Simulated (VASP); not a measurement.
Write the native input for VASP 6.6.1 that does the following.

- Task: single point
- Functional: r2SCAN
- Dispersion: rVV10
- Potentials or basis: VASP PAW PBE potentials, release 64 (Co, Ti_sv)
- Cutoff: 520 eV
- k mesh: 9 × 9 × 9
- Occupations: fermi-dirac, width 0.05 eV
- Spin: collinear spin, ferrimagnetic start
- Starting moments: [2.0, -0.5] μB
- Dipole correction: no
- Further INCAR settings: ALGO = Normal; EDIFF = 1e-06; NBANDS = 22

The system is TiCo.

```xyz
2
Lattice="3.2167 0.0000 0.0000 0.0000 3.2167 0.0000 0.0000 0.0000 3.2167" Properties=species:S:1:pos:R:3 pbc="T T T"
Co    1.6083    1.6083    1.6083
Ti    0.0000    0.0000    0.0000
```

One way to write it, as run:

POSCAR

```
TiCo
1.0
    3.2166905526      0.0000000000      0.0000000000
    0.0000000000      3.2166905526      0.0000000000
    0.0000000000      0.0000000000      3.2166905526
Co Ti
1 1
Direct
    0.5000000000      0.5000000000      0.5000000000
    0.0000000000      0.0000000000      0.0000000000
```

INCAR.step1

```
SYSTEM = TiCo
ALGO = Normal ; EDIFF = 1E-4
ENCUT = 520 ; GGA = PE
ISMEAR = -1 ; ISPIN = 2
LASPH = .TRUE. ; LCHARG = .FALSE.
LMAXMIX = 4 ; LREAL = .FALSE.
LWAVE = .TRUE. ; MAGMOM = 2 -0.5
NBANDS = 22 ; NELM = 150
PREC = Accurate ; SIGMA = 0.05
```

INCAR.step2

```
SYSTEM = TiCo
ALGO = Normal ; BPARAM = 11.95
CPARAM = 0.0093 ; EDIFF = 1E-6
ENCUT = 520 ; ISIF = 2
ISMEAR = -1 ; ISPIN = 2
ISTART = 1 ; IVDW_NL = 2
LASPH = .TRUE. ; LCHARG = .TRUE.
LELF = .TRUE. ; LMAXMIX = 4
LMIXTAU = .TRUE. ; LORBIT = 11
LREAL = .FALSE. ; LUSE_VDW = .TRUE.
LVHAR = .TRUE. ; LWAVE = .FALSE.
MAGMOM = 2 -0.5 ; METAGGA = R2SCAN
NBANDS = 22 ; NELM = 150
PREC = Accurate ; SIGMA = 0.05
```

KPOINTS

```
k-points
0
G
  9 9 9
  0 0 0
```

Potentials or basis: VASP PAW PBE potentials, release 64 (Co, Ti_sv).

The run is started by

```console
$ cat potpaw_PBE.64/Co/POTCAR potpaw_PBE.64/Ti_sv/POTCAR > POTCAR
$ cp INCAR.step1 INCAR
$ mpirun -np 1 vasp_std > vasp.out
$ cp INCAR.step2 INCAR
$ mpirun -np 1 vasp_std > vasp.out
```

It gave:

```json
{"Pressure": "-22.7 GPa", "Net moment": "0.89 μB per cell", "Site moments": "Co +1.78; Ti -0.54 μB", "Valence electrons inside the program's atomic spheres": "Co 7.98; Ti 10.01"}
```

Caveat: the cell stands under tension; the PAW data sets were made with another functional, which shifts forces and pressure a little.

Run time: 2.5 min on 1 thread of AMD EPYC 7R13 Processor (Zen 3), on a shared host, peak memory 0.22 GiB.
